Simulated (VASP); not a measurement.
Runs of VASP 6.6.1 on Eu. The structure is that of space group Pm-3m (No. 221), or close to it. The cells are those of the table. This isn't the form of Eu at room conditions, which is bcc.

```tsv
cell	gap on the mesh (eV)	pressure (GPa)	moment (μB)
a = 2.426 Å, 1 atom	none	(a)	6.25
a = 2.827 Å, 1 atom	none	(b)	7.13
a = 2.959 Å, 1 atom	none	7.7	7.20
a = 2.551 Å, 1 atom	none	(c)	6.58
a = 2.681 Å, 1 atom	none	28.9	6.83
```

Alike in all rows: task single point; level LDA; potentials or basis VASP PAW PBE potentials, release 64 (Eu); spin collinear, ferromagnetic start; k mesh 11 × 11 × 11; cutoff (eV) 520; smearing fermi-dirac 0.05 eV.

Q: Estimate the missing entries.

A: (a) 96.9; (b) 15.4; (c) 52.6.

Caveats: the cell stands under pressure; the PAW data sets were made with another functional, which shifts forces and pressure a little; spin-orbit coupling is left out, which moves the levels of the heavy elements; semilocal functionals describe open f shells poorly, which spoils levels, moments and volumes.

A k mesh can miss the band edges, and the runs leave out spin-orbit coupling on Eu.

A gap of «none» marks levels without a gap at the run's occupations.
